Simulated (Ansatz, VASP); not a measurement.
**One calculation of KC2S2N2, two programs**

```
CELL_PARAMETERS angstrom
0.00000 4.15059 0.00000
5.89535 -2.07530 0.00000
1.77509 0.00000 -6.60719
ATOMIC_POSITIONS crystal
K 0.00000 0.00000 0.00000
C 0.75861 0.51722 0.77800
C 0.24139 0.48278 0.22200
N 0.85963 0.71926 0.82342
N 0.14037 0.28074 0.17658
S 0.61030 0.22060 0.73320
S 0.38970 0.77940 0.26680
```

Alike in both runs: task single point; functional PBEsol; k mesh 6 × 6 × 4; no spin polarisation.

|  | VASP | Ansatz |
| --- | --- | --- |
| version | VASP 6.6.1 | Ansatz 0.2.0 |
| potentials or method | VASP PAW PBE potentials, release 64 (K_sv, C, N, S), cutoff 520 eV | PAW plane waves |
| occupations | fermi-dirac, width 0.1 eV | fermi-dirac |
| valence electrons in the cell | 39 | 39 |

```tsv
	VASP	Ansatz	Ansatz less VASP
gap on the k mesh at the Fermi level (eV)	none	none	-
pressure (GPa)	-7.5	-7.6	-0.16
traceless stress, the component that is largest in VASP (GPa)	-22.78	-22.94	-0.159
rms of the force components (eV/Å)	3.808	3.841	+0.0332
```

VASP's potentials were made for PBE, not for PBEsol. Atom by atom the forces differ by 0.065 eV/Å (rms over components). A gap of «none» marks a metal or a gap that the smearing closes. Ansatz's warnings: stress scf threshold loose.
